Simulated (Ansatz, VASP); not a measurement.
# Ga3SbAs2 in VASP and in Ansatz

```
As Ga Sb
1.0
    -2.06062    2.06062    8.72758
     2.06062   -2.06062    8.72758
     2.06062    2.06062   -8.72758
As Ga Sb
2 3 1
Cartesian
  0.0000 0.0000 2.9806
  0.0000 0.0000 14.4746
  0.0000 2.0606 4.3638
  2.0606 0.0000 7.1332
  2.0606 0.0000 1.5944
  0.0000 0.0000 8.7276
```

Alike in both runs: task single point; functional PBE; k mesh 8 × 8 × 8; occupations fermi-dirac, width 0.02 eV; no spin polarisation.

|  | VASP | Ansatz |
| --- | --- | --- |
| version | VASP 6.6.1 | Ansatz 0.2.0 |
| potentials or method | VASP PAW PBE potentials, release 64 (As, Ga_d, Sb) | plane waves, PAW |
| plane-wave cutoff (eV) | 520 | 420 |
| valence electrons in the cell | 54 | 84 |

```tsv
	VASP	Ansatz	Ansatz less VASP
pressure (GPa)	2.6	2.4	-0.15
rms of the force components (eV/Å)	0.005	0.006	+0.0010
```

The functional is the same, so the differences come from potentials, cutoffs and numerics. VASP's potentials hold 54 valence electrons a cell and Ansatz's 84, so a difference there can come from the potentials and not from the codes.

Neither program's run includes spin-orbit coupling.
